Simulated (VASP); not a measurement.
# NaI in VASP: notebook, part 2 of 2

VASP 6.6.1.

### 3 Single point, PBEsol

File INCAR:

```
PREC = Accurate
ENCUT = 520
EDIFF = 1E-6
ISMEAR = 0
SIGMA = 0.01
LREAL = False
LASPH = True
NELM = 80
ALGO = Normal
ISIF = 2
LWAVE = False
LCHARG = False
GGA = PS
NBANDS = 14
```

File KPOINTS:

```
Automatic mesh
0
Gamma
  4 4 4
```

File POSCAR:

```
NaI
1.0
    0.0000000000      3.2364000000      3.2364000000
    3.2364000000      0.0000000000      3.2364000000
    3.2364000000      3.2364000000      0.0000000000
Na I
1 1
Direct
    0.0029418823      0.0036981177      0.0049318823
    0.5179100000      0.5248900000      0.4300800000
```

Potentials or basis: VASP PAW PBE potentials, release 64 (Na_pv, I).

Launch:

```bash
$ cat potpaw_PBE.64/Na_pv/POTCAR potpaw_PBE.64/I/POTCAR > POTCAR
$ mpirun -np 1 vasp_std > vasp.out
```

OUTCAR:

```text
PREC = Accurate
   ENCUT = 520
   EDIFF = 1E-6
   ISMEAR = 0
   LREAL = False
   LASPH = True
   NELM = 80
   ISIF = 2
   GGA = PS

 ion  position               nearest neighbor table
   1  0.003  0.004  0.005-   2 3.05   2 3.07   2 3.13
   2  0.518  0.525  0.430-   1 3.05   1 3.07   1 3.13

  LATTYP: Found a face centered cubic cell.
 ALAT       =     6.4728000000

  Lattice vectors:

 A1 = (   0.0000000000,   3.2364000000,   3.2364000000)
 A2 = (   3.2364000000,   0.0000000000,   3.2364000000)
 A3 = (   3.2364000000,   3.2364000000,   0.0000000000)

Analysis of symmetry for initial positions (statically):
=====================================================================
 Subroutine PRICEL returns:
 Original cell was already a primitive cell.

 Routine SETGRP: Setting up the symmetry group for a
 face centered cubic supercell.

 Subroutine GETGRP returns: Found  1 space group operations
 (whereof  1 operations were pure point group operations)
 out of a pool of 48 trial point group operations.

The static configuration has the point symmetry C_1 .

Analysis of symmetry for dynamics (positions and initial velocities):
=====================================================================
 Subroutine PRICEL returns:
 Original cell was already a primitive cell.

 Routine SETGRP: Setting up the symmetry group for a
 face centered cubic supercell.

 Subroutine GETGRP returns: Found  1 space group operations
 (whereof  1 operations were pure point group operations)
 out of a pool of 48 trial point group operations.

The dynamic configuration has the point symmetry C_1 .

 Subroutine INISYM returns: Found  1 space group operations
 (whereof  1 operations are pure point group operations),
 and found     1 'primitive' translations

----------------------------------------------------------------------------------------

                                     Primitive cell

  volume of cell :      67.7980

  direct lattice vectors                    reciprocal lattice vectors
     0.000000000  3.236400000  3.236400000    -0.154492646  0.154492646  0.154492646
     3.236400000  0.000000000  3.236400000     0.154492646 -0.154492646  0.154492646
     3.236400000  3.236400000  0.000000000     0.154492646  0.154492646 -0.154492646

  length of vectors
     4.576960773  4.576960773  4.576960773     0.267589113  0.267589113  0.267589113

  position of ions in fractional coordinates (direct lattice)
     0.002941882  0.003698118  0.004931882
     0.517910000  0.524890000  0.430080000

  ion indices of the primitive-cell ions
   primitive index   ion index
                 1           1
                 2           2

----------------------------------------------------------------------------------------

 KPOINTS: Automatic mesh

Automatic generation of k-mesh.
 Grid dimensions read from file:
 generate k-points for:    4    4    4

 Generating k-lattice:

  Cartesian coordinates                     Fractional coordinates (reciprocal lattice)
    -0.038623162  0.038623162  0.038623162     0.250000000  0.000000000  0.000000000
     0.038623162 -0.038623162  0.038623162     0.000000000  0.250000000  0.000000000
     0.038623162  0.038623162 -0.038623162     0.000000000  0.000000000  0.250000000

  Length of vectors
[... 38 lines left out ...]
   number of dos      NEDOS =    301   number of ions     NIONS =      2
   total plane-waves  NPLWV =  46656
   dimension x,y,z NGX =    36 NGY =   36 NGZ =   36
   dimension x,y,z NGXF=    72 NGYF=   72 NGZF=   72
   ions per type =               1   1
   NGX,Y,Z   is equivalent  to a cutoff of  13.08, 13.08, 13.08 a.u.
   NGXF,Y,Z  is equivalent  to a cutoff of  26.15, 26.15, 26.15 a.u.
 SYSTEM =  unknown system
   PREC   = accura    normal or accurate (medium, high low for compatibility)
   ISTART =      0    job   : 0-new  1-cont  2-samecut
   ICHARG =      2    charge: 1-file 2-atom 10-const
   ISPIN  =      1    spin polarized calculation?
   LNONCOLLINEAR =      F non collinear calculations
   LSORBIT =      F    spin-orbit coupling
   LASPH  =      T    aspherical Exc in radial PAW
   ENCUT  =  520.0 eV  38.22 Ry    6.18 a.u.   8.51  8.51  8.51*2*pi/ulx,y,z
   NELM   =     80;   NELMIN=  2; NELMDL= -5     # of ELM steps
   EDIFF  = 0.1E-05   stopping-criterion for ELM
   LREAL  =      F    real-space projection
   EDIFFG = 0.1E-04   stopping-criterion for IOM
   NSW    =      0    number of steps for IOM
   IBRION =     -1    ionic relax: 0-MD 1-quasi-New 2-CG
   NFREE  =      0    steps in history (QN), initial steepest desc. (CG)
   ISIF   =      2    stress and relaxation
   ISYM   =      2    0-nonsym 1-usesym 2-fastsym
   POTIM  = 0.5000    time-step for ionic-motion
   TEBEG  =    0.0;   TEEND  =   0.0 temperature during run
   PSTRESS=    0.0 pullay stress
   NELECT =      14.0000    total number of electrons
   NUPDOWN=      -1.0000    fix difference up-down
   EMIN   =  10.00;   EMAX   =-10.00  energy-range for DOS
   EFERMI =   0.00;   METHOD = LEGACY
   ISMEAR =     0;   SIGMA  =   0.01  broadening in eV -4-tet -1-fermi 0-gaus
   EFERMI_NEDOS =   21; number of points for ismear=-14 and -15
   IALGO  =     38    algorithm
   IMIX   =      4    mixing-type and parameters
     AMIX     =   0.40;   BMIX     =  1.00
     AMIX_MAG =   1.60;   BMIX_MAG =  1.00
  volume/ion in A,a.u.               =      33.90       228.76
  Fermi-wavevector in a.u.,A,eV,Ry     =   0.967636  1.828567 12.739397  0.936319
  Thomas-Fermi vector in A             =   2.097538
   LORBIT       =      0    0 simple, 1 ext, 2 COOP (PROOUT), +10 PAW based schemes
   GGA     = PS    functional components
   LHFCALC =     F    Hartree Fock is set to
   AEXX    =    0.0000 exact exchange contribution
   IVDW    =     0    specifies the selected vdW correction
   LEPSILON=     F    determine dielectric tensor
   LRPA    =     F    only Hartree local field effects (RPA)
 non-spin polarized calculation
 Gauss-broadening in eV      SIGMA  =   0.01
  energy-cutoff  :      520.00
  volume of cell :       67.80
 maximum number of plane-waves:      1850
 NGX is ok and might be reduce to    36

 number of electron      14.0000002 magnetization

 Free energy of the ion-electron system (eV)
  ---------------------------------------------------
  ext. energy  EPLUGINS =         0.00000000
  ---------------------------------------------------
  free energy    TOTEN  =        -5.62575523 eV

  energy without entropy =       -5.62575523  energy(sigma->0) =       -5.62575523

 E-fermi :   0.7820     XC(G=0):  -7.8319

 val. band max:        0.7267569130   @ k =   0.0000   0.0000   0.0000
 cond. band min:       4.2359372364   @ k =   0.0000   0.0000   0.0000
 fundamental gap:      3.5091803234
 Fermi energy:         0.7819507292

 k-point     1 :       0.0000    0.0000    0.0000
  band No.  band energies     occupation
      1     -21.5155      2.00000
      2     -21.5127      2.00000
      3     -21.5124      2.00000
      4     -10.3420      2.00000
      5       0.6917      2.00000
      6       0.7034      2.00000
      7       0.7268      2.00000
      8       4.2359      0.00000
      9       8.5576      0.00000
     10       8.5602      0.00000
     11       8.6014      0.00000
     12      10.4783      0.00000
     13      10.4975      0.00000
     14      10.9171      0.00000
[... 377 lines left out ...]
      1     -21.5175      2.00000
      2     -21.5169      2.00000
      3     -21.5136      2.00000
      4      -9.9879      2.00000
      5      -1.1379      2.00000
      6      -0.2095      2.00000
      7       0.1709      2.00000
      8       6.1275      0.00000
      9       7.3123      0.00000
     10       8.4538      0.00000
     11       9.3772      0.00000
     12      11.4233      0.00000
     13      13.0098      0.00000
     14      13.4173      0.00000

 [... further k-points ...]

------------------------ aborting loop because EDIFF is reached ----------------------------------------

  FORCE on cell =-STRESS in cart. coord.  units (eV):
  Direction    XX          YY          ZZ          XY          YZ          ZX
  --------------------------------------------------------------------------------------
  -------------------------------------------------------------------------------------
  Total        0.0194391      0.0776477     -0.1064480     -0.0528922      0.0339009      0.0296788
  in kB        0.4593790      1.8349437     -2.5155424     -1.2499308      0.8011342      0.7013583
  external PRESSURE =      -0.0737399 kB  Pullay stress =       0.0000000 kB

 VOLUME and BASIS-vectors are now :
 -----------------------------------------------------------------------------
  energy-cutoff  :      520.00
  volume of cell :       67.80
      direct lattice vectors                 reciprocal lattice vectors
     0.000000000  3.236400000  3.236400000    -0.154492646  0.154492646  0.154492646
     3.236400000  0.000000000  3.236400000     0.154492646 -0.154492646  0.154492646
     3.236400000  3.236400000  0.000000000     0.154492646  0.154492646 -0.154492646

 POSITION                                       TOTAL-FORCE (eV/Angst)
 -----------------------------------------------------------------------------------
      0.02793      0.02548      0.02149        -0.150019     -0.174650      0.091593
      3.09066      3.06807      3.37492         0.150019      0.174650     -0.091593
 -----------------------------------------------------------------------------------
    total drift:                                0.000026      0.000072     -0.000019

  FREE ENERGIE OF THE ION-ELECTRON SYSTEM (eV)
  ---------------------------------------------------
  free  energy   TOTEN  =        -5.6257552289 eV

  energy  without entropy=       -5.6257552289  energy(sigma->0) =       -5.62575523
```

stdout:

```text
POSCAR found type information on POSCAR NaI
 POSCAR found :  2 types and       2 ions
 scaLAPACK will be used
 -----------------------------------------------------------------------------
|                                                                             |
|                                                                             |
|     You enforced a specific xc type in the INCAR file but a different       |
|     I HOPE YOU KNOW WHAT YOU ARE DOING!                                     |
|                                                                             |
 -----------------------------------------------------------------------------

 LDA part: xc-table for (Slater+PW92), standard interpolation
 POSCAR, INCAR and KPOINTS ok, starting setup
 FFT: planning ... GRIDC
 FFT: planning ... GRID_SOFT
 FFT: planning ... GRID
 WAVECAR not read
 entering main loop
```

Run time: 12 s. Hardware: 1 thread of Intel Xeon 6975P-C (Granite Rapids), shared host; peak memory 0.21 GiB.

Results:

```
Free energy            : -5.6258 eV
Pressure               : 0.0 GPa
Largest force          : 0.248 eV/Å
Band gap on the k mesh : 3.51 eV, direct
```

Forces in eV/Å, atoms in the order of the input:
```
Na  -0.150 -0.175  0.092
I    0.150  0.175 -0.092
```

Caveat: the k points lie up to 0.42 Å⁻¹ apart; the PAW data sets were made with another functional, which shifts forces and pressure a little; spin-orbit coupling is left out, which moves the levels of the heavy elements. Expect the measured gap to be larger: semilocal functionals such as PBEsol lack the derivative discontinuity.

### 4 Single point, PBEsol

File INCAR:

```
PREC     = Accurate       # precision mode
ENCUT    = 520            # plane-wave cutoff, eV
EDIFF    = 1E-6           # SCF threshold, eV
ISMEAR   = 0              # smearing method
SIGMA    = 0.01           # smearing width, eV
LREAL    = False          # projectors in reciprocal space
LASPH    = True           # aspherical terms in the spheres
NELM     = 80             # most SCF steps
ALGO     = Normal         # electronic algorithm
ISIF     = 2              # what is computed and relaxed
LWAVE    = False          # write WAVECAR
LCHARG   = False          # write CHGCAR
GGA      = PS             # functional
NBANDS   = 14             # bands
```

File KPOINTS:

```
regular mesh
0
Gamma
  4 4 4
```

Edit POSCAR of step 3 so:

```diff
@@ -8,3 +8,3 @@
 Direct
-    0.0029418823      0.0036981177      0.0049318823
+   -0.0020018823      0.0086418823     -0.0000118823
     0.5179100000      0.5248900000      0.4300800000
```

Launch:

```bash
$ cat potpaw_PBE.64/Na_pv/POTCAR potpaw_PBE.64/I/POTCAR > POTCAR
$ mpirun -np 1 vasp_std > vasp.out
```

Run time: 12 s. Hardware: 1 thread of Intel Xeon 6975P-C (Granite Rapids), shared host; peak memory 0.21 GiB.

The run converged. Its results:

- Free energy: -5.6308 eV
- Pressure: -0.1 GPa
- Largest force: 0.227 eV/Å
- Band gap on the k mesh: 3.51 eV, direct

Forces on the atoms (eV/Å):
```
Na  -0.153 -0.140  0.094
I    0.153  0.140 -0.094
```

Stress tensor (GPa, compression positive):
```
 0.06 -0.10  0.07
-0.10 -0.01  0.07
 0.07  0.07 -0.24
```

Levels at points of the mesh, in eV from the valence-band top:
```csv
k point,band 5,band 6,band 7,band 8,band 9,band 10
"(0.00, 0.00, 0.00)",-0.03,-0.02,0.00,3.51,7.83,7.83
"(0.50, 0.00, 0.00)",-2.23,-0.31,-0.28,4.94,7.38,7.39
"(0.00, 0.50, 0.00)",-2.23,-0.30,-0.28,4.94,7.39,7.39
"(0.00, 0.00, 0.50)",-2.21,-0.31,-0.30,4.96,7.37,7.37
"(0.50, 0.50, 0.50)",-2.22,-0.31,-0.28,4.94,7.38,7.39
"(0.50, 0.50, 0.00)",-1.95,-0.78,-0.76,4.44,5.41,9.71
"(0.00, 0.50, 0.50)",-1.95,-0.77,-0.76,4.44,5.42,9.70
"(0.50, 0.00, 0.50)",-1.95,-0.77,-0.76,4.44,5.42,9.70
```

Caveat: the k points lie up to 0.42 Å⁻¹ apart; the PAW data sets were made with another functional, which shifts forces and pressure a little; spin-orbit coupling is left out, which moves the levels of the heavy elements.

### 5 Single point, PBEsol

This run uses another cell than the first one, of 34.07 Å³/atom, 1.005 times its volume.

File INCAR:

```
  ALGO = Normal
  EDIFF = 1E-7
  ENCUT = 520
  GGA = PS
  ISIF = 2
  ISMEAR = 0
  LASPH = True
  LCHARG = False
  LREAL = False
  LWAVE = False
  NBANDS = 14
  NELM = 100
  PREC = Accurate
  SIGMA = 0.01
```

File KPOINTS:

```
k-points
0
Gamma
  4 4 4
```

File POSCAR:

```
NaI
1.0
    0.0000000000      3.2417850349      3.2417850349
    3.2417850349      0.0000000000      3.2417850349
    3.2417850349      3.2417850349      0.0000000000
Na I
1 1
Direct
    0.0004700000      0.0061700000      0.0024600000
    0.5179100000      0.5248900000      0.4300800000
```

Launch:

```bash
$ cat potpaw_PBE.64/Na_pv/POTCAR potpaw_PBE.64/I/POTCAR > POTCAR
$ mpirun -np 1 vasp_std > vasp.out
```

It took 14 s on 1 thread of Intel Xeon 6975P-C (Granite Rapids), shared host; peak memory 0.21 GiB.

The run converged. Its results:

```
Free energy            : -5.6282 eV
Pressure               : -0.1 GPa
Largest force          : 0.231 eV/Å
Band gap on the k mesh : 3.50 eV, direct
```

Forces in eV/Å, atoms in the order of the input:
```
Na  -0.148 -0.153  0.090
I    0.148  0.153 -0.090
```

Stress tensor (GPa, compression positive):
```
-0.03 -0.11  0.07
-0.11  0.00  0.07
 0.07  0.07 -0.32
```

Levels at points of the mesh, in eV from the valence-band top:
| k point | band 3 | band 4 | band 5 | band 6 | band 7 | band 8 | band 9 | band 10 | band 11 | band 12 |
| --- | --- | --- | --- | --- | --- | --- | --- | --- | --- | --- |
| (0.00, 0.00, 0.00) | -22.25 | -11.06 | -0.03 | -0.02 | 0.00 | 3.50 | 7.83 | 7.83 | 7.87 | 9.74 |
| (0.50, 0.00, 0.00) | -22.25 | -10.74 | -2.21 | -0.30 | -0.28 | 4.94 | 7.38 | 7.39 | 8.64 | 10.11 |
| (0.00, 0.50, 0.00) | -22.25 | -10.74 | -2.21 | -0.30 | -0.28 | 4.94 | 7.38 | 7.39 | 8.64 | 10.11 |
| (0.00, 0.00, 0.50) | -22.25 | -10.75 | -2.19 | -0.31 | -0.30 | 4.96 | 7.36 | 7.37 | 8.61 | 10.16 |
| (0.50, 0.50, 0.50) | -22.25 | -10.74 | -2.21 | -0.31 | -0.28 | 4.94 | 7.38 | 7.39 | 8.64 | 10.12 |
| (0.50, 0.50, 0.00) | -22.25 | -10.67 | -1.93 | -0.77 | -0.75 | 4.44 | 5.42 | 9.68 | 11.12 | 11.25 |
| (0.00, 0.50, 0.50) | -22.25 | -10.67 | -1.93 | -0.77 | -0.75 | 4.44 | 5.42 | 9.67 | 11.14 | 11.22 |
| (0.50, 0.00, 0.50) | -22.25 | -10.67 | -1.93 | -0.77 | -0.75 | 4.44 | 5.42 | 9.67 | 11.14 | 11.22 |

Caveat: the PAW data sets were made with another functional, which shifts forces and pressure a little; spin-orbit coupling is left out, which moves the levels of the heavy elements.

### 6 Single point, PBEsol

This run uses another cell than the first one, of 33.73 Å³/atom, 0.995 times its volume.

File INCAR:

```
PREC = Accurate
ENCUT = 520
EDIFF = 1E-7
ISMEAR = 0
SIGMA = 0.01
LREAL = F
LASPH = T
NELM = 100
ALGO = Normal
ISIF = 2
LWAVE = F
LCHARG = F
GGA = PS
NBANDS = 14
```

File KPOINTS:

```
regular mesh
0
Gamma
  4 4 4
```

File POSCAR:

```
NaI
1.0
    0.0000000000      3.2309969849      3.2309969849
    3.2309969849      0.0000000000      3.2309969849
    3.2309969849      3.2309969849      0.0000000000
Na I
1 1
Direct
    0.0004700000      0.0061700000      0.0024600000
    0.5179100000      0.5248900000      0.4300800000
```

Potentials or basis: VASP PAW PBE potentials, release 64 (Na_pv, I).

Launch:

```bash
$ cat potpaw_PBE.64/Na_pv/POTCAR potpaw_PBE.64/I/POTCAR > POTCAR
$ mpirun -np 1 vasp_std > vasp.out
```

Run time: 14 s. Hardware: 1 thread of Intel Xeon 6975P-C (Granite Rapids), shared host; peak memory 0.21 GiB.

Results (log left out):

* Free energy: -5.6284 eV
* Pressure: 0.0 GPa
* Largest force: 0.243 eV/Å
* Band gap on the k mesh: 3.52 eV, direct

Forces in eV/Å, atoms in the order of the input:
```
Na  -0.156 -0.161  0.095
I    0.156  0.161 -0.095
```

Stress tensor (GPa, compression positive):
```
 0.13 -0.12  0.07
-0.12  0.16  0.08
 0.07  0.08 -0.17
```

Levels at points of the mesh, in eV from the valence-band top:
```csv
k point,band 3,band 4,band 5,band 6,band 7,band 8,band 9,band 10,band 11,band 12
"(0.00, 0.00, 0.00)",-22.24,-11.08,-0.03,-0.02,0.00,3.52,7.83,7.83,7.87,9.76
"(0.50, 0.00, 0.00)",-22.24,-10.76,-2.25,-0.31,-0.29,4.94,7.39,7.39,8.71,10.13
"(0.00, 0.50, 0.00)",-22.24,-10.76,-2.25,-0.31,-0.28,4.94,7.39,7.39,8.71,10.13
"(0.00, 0.00, 0.50)",-22.24,-10.76,-2.23,-0.32,-0.31,4.96,7.37,7.38,8.68,10.19
"(0.50, 0.50, 0.50)",-22.24,-10.76,-2.24,-0.32,-0.28,4.94,7.38,7.39,8.71,10.14
"(0.50, 0.50, 0.00)",-22.24,-10.68,-1.96,-0.79,-0.77,4.45,5.40,9.74,11.18,11.30
"(0.00, 0.50, 0.50)",-22.24,-10.68,-1.97,-0.78,-0.77,4.45,5.41,9.73,11.20,11.28
"(0.50, 0.00, 0.50)",-22.24,-10.68,-1.97,-0.78,-0.77,4.45,5.41,9.73,11.20,11.28
```

Caveat: the k points lie up to 0.42 Å⁻¹ apart; the PAW data sets were made with another functional, which shifts forces and pressure a little; spin-orbit coupling is left out, which moves the levels of the heavy elements.

### 7 Overview

| cell | gap on the mesh (eV) | pressure (GPa) | largest force (eV/Å) |
| --- | --- | --- | --- |
| a = 4.577 Å, angles 60.0°, 2 atoms | 3.51 | -0.1 | 0.23 |
| a = 4.585 Å, angles 60.0°, 2 atoms | 3.50 | -0.1 | 0.23 |
| a = 4.569 Å, angles 60.0°, 2 atoms | 3.52 | 0.0 | 0.24 |

Some of these runs hold the atoms at other places in the same cell, which the table doesn't show; runs alike in all that it shows share one row.

Alike in all rows: task single point; level PBEsol; potentials or basis VASP PAW PBE potentials, release 64 (Na_pv, I); no spin polarisation; k mesh 4 × 4 × 4; cutoff (eV) 520; smearing gaussian 0.01 eV.

Caveats: some runs use coarse meshes; the PAW data sets were made with another functional, which shifts forces and pressure a little; spin-orbit coupling is left out, which moves the levels of the heavy elements.

Total energies depend on the potentials used, so only differences within one code and one set of settings carry meaning.
